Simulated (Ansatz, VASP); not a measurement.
# In: VASP beside Ansatz

The input POSCAR:

```
In
1.0
   -1.9072981498      1.9072981498      1.9072981498
    1.9072981498     -1.9072981498      1.9072981498
    1.9072981498      1.9072981498     -1.9072981498
In
1
Direct
    0.0000000000      0.0000000000      0.0000000000
```

INCAR.step1

```
PREC = Accurate
ENCUT = 520
EDIFF = 1E-5
ISMEAR = -1
SIGMA = 0.05
LREAL = False
LASPH = True
NELM = 80
ALGO = Normal
ISIF = 2
LWAVE = True
LCHARG = False
GGA = PE
NBANDS = 12
```

INCAR.step2

```
PREC = Accurate
ENCUT = 520
EDIFF = 1E-6
ISMEAR = -1
SIGMA = 0.05
LREAL = False
LASPH = True
NELM = 80
ALGO = Normal
ISIF = 2
LWAVE = False
LCHARG = False
GGA = PE
LHFCALC = True
AEXX = 0.25
HFSCREEN = 0.3
PRECFOCK = Normal
ISTART = 1
NBANDS = 12
```

Contents of KPOINTS:

```
regular mesh
0
Gamma
  5 5 5
```

input.yaml

```yaml
crystal:
  lattice:
    - [-1.9072981498, 1.9072981498, 1.9072981498]
    - [1.9072981498, -1.9072981498, 1.9072981498]
    - [1.9072981498, 1.9072981498, -1.9072981498]
  atoms:
    - { symbol: In, position: [0.0, 0.0, 0.0] }
hamiltonian:
  xc: { exchange: pbe, correlation: pbe, exx: { coeff: 0.25, omega: 0.3 } }
  pseudopotentials: { kind: paw }
kpoints:
  mp_grid: { grid: [5, 5, 5] }
scf:
  occupations: { method: fermi_dirac, width: 0.05 }
output:
  forces: true
  stress: true
  eigenvalues: true
```

Alike in both runs: task single point; functional PBE-based screened hybrid; k mesh 5 × 5 × 5; occupations fermi-dirac, width 0.05 eV; no spin polarisation.

|  | VASP | Ansatz |
| --- | --- | --- |
| version | VASP 6.6.1 | Ansatz 0.2.0 |
| potentials or method | VASP PAW PBE potentials, release 64 (In_d) | Ansatz PAW |
| plane-wave cutoff (eV) | 520 | 420 |
| valence electrons in the cell | 13 | 13 |

Ansatz gave:

| Quantity | Value |
| --- | --- |
| gap on the k mesh at the Fermi level (eV) | none |
| pressure (GPa) | -1.5 |

Q: Estimate VASP's values.

A: gap on the k mesh at the Fermi level (eV): none; pressure (GPa): -1.7.

VASP's potentials were made for PBE, not for PBE-based screened hybrid. A gap of «none» marks a metal or a gap that the smearing closes.

The k mesh is coarse, so the values compare programs but aren't converged.
